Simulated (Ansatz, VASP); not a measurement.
# IrO2: VASP beside Ansatz

The input INCAR:

```
PREC = Accurate
ENCUT = 600
EDIFF = 1E-7
ISMEAR = 0
SIGMA = 0.1
LREAL = False
LASPH = True
NELM = 120
ALGO = Normal
ISIF = 3
LWAVE = False
LCHARG = False
GGA = PE
IBRION = 2
NSW = 100
EDIFFG = -0.01
GGA_COMPAT = False
NELMIN = 4
```

The input KPOINTS:

```
Automatic mesh
0
Gamma
  8 8 12
```

POSCAR

```
IrO2
1.0
    4.5053138700      0.0000000000      0.0000000000
    0.0000000000      4.5053138700      0.0000000000
    0.0000000000      0.0000000000      3.1767063100
Ir O
2 4
Direct
    0.5000000000      0.5000000000      0.5000000000
    0.0000000000      0.0000000000      0.0000000000
    0.6913366900      0.6913366900      0.0000000000
    0.8086633100      0.1913367100      0.5000000000
    0.3086633100      0.3086633100      0.0000000000
    0.1913367100      0.8086633100      0.5000000000
```

Input for Ansatz:

```yaml
crystal:
  lattice:
    - [4.50531387, 0.0, 0.0]
    - [0.0, 4.50531387, 0.0]
    - [0.0, 0.0, 3.17670631]
  atoms:
    - { symbol: Ir, position: [0.5, 0.5, 0.5] }
    - { symbol: Ir, position: [0.0, 0.0, 0.0] }
    - { symbol: O, position: [0.69133669, 0.69133669, 0.0] }
    - { symbol: O, position: [0.80866331, 0.19133671, 0.5] }
    - { symbol: O, position: [0.30866331, 0.30866331, 0.0] }
    - { symbol: O, position: [0.19133671, 0.80866331, 0.5] }
basis:
  ecutwfc: 420
kpoints:
  mp_grid: { grid: [8, 8, 12] }
hamiltonian:
  xc: pbe
scf:
  occupations: { method: gaussian, width: 0.1 }
output:
  forces: true
  stress: true
  eigenvalues: true
relax:
  adjacent_minimum: "off"
  f_tol: 0.01
  max_steps: 80
  cell: { stress_tol: 0.05 }
```

Alike in both runs: task relaxation of cell and atoms; functional PBE; k mesh 8 × 8 × 12; occupations gaussian, width 0.1 eV; no spin polarisation.

|  | VASP | Ansatz |
| --- | --- | --- |
| version | VASP 6.6.1 | Ansatz 0.2.0 |
| potentials or method | VASP PAW PBE potentials, release 64 (Ir, O), cutoff 600 eV | scalar-relativistic, plane waves, PAW |
| valence electrons in the cell | 42 | 58 |

Ansatz gave:

```
gap on the k mesh at the Fermi level, each at its own relaxed structure (eV) : none
relaxed volume (Å³/atom)                                                     : 10.87
relaxed cell length with the largest relative difference (Å)                 : 3.180
```

Problem. Estimate VASP's values.

Solution. gap on the k mesh at the Fermi level, each at its own relaxed structure (eV): none; relaxed volume (Å³/atom): 10.95; relaxed cell length with the largest relative difference (Å): 3.190.

A gap of «none» marks a metal or a gap that the smearing closes. VASP's potentials hold 42 valence electrons a cell and Ansatz's 58, so a difference there can come from the potentials and not from the codes.

Spin-orbit coupling is off throughout.
